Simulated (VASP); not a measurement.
Here is a VASP 6.6.1 calculation.

The input INCAR:

```
PREC = Accurate ; ENCUT = 520
EDIFF = 1E-6 ; ISMEAR = 0
SIGMA = 0.15 ; LREAL = F
LASPH = T ; NELM = 80
ALGO = Normal ; ISIF = 2
LWAVE = F ; LCHARG = F
GGA = PE ; IVDW = 12
NBANDS = 14
```

KPOINTS

```
Automatic mesh
0
Gamma
  18 18 6
```

The input POSCAR:

```
Al
1.0
    2.7940690701      0.0000000000      0.0000000000
   -1.3970345351      2.4197347946      0.0000000000
    0.0000000000      0.0000000000      8.8136114747
Al
4
Direct
    0.0000000000      0.0000000000      0.0000000000
    0.3333333333      0.6666666667      0.2500000000
    0.0000000000      0.0000000000      0.5000000000
    0.6666666667      0.3333333333      0.7500000000
```

Potentials or basis: VASP PAW PBE potentials, release 64 (Al).

Launch:

```bash
$ cat potpaw_PBE.64/Al/POTCAR > POTCAR
$ mpirun -np 1 vasp_std > vasp.out
```

Task: What does it give for the pressure?

Result: 6.2 GPa.

Task: Predict the dispersion energy per atom.

Result: -0.374 eV.

Task: Estimate the band gap on the k mesh.

Result: Zero (bands 6 and 7 overlap by 6.32 eV).

Stress tensor (GPa, compression positive):
```
4.64 0.00 0.00
0.00 4.64 0.00
0.00 0.00 9.35
```

Caveat: the cell stands under pressure.
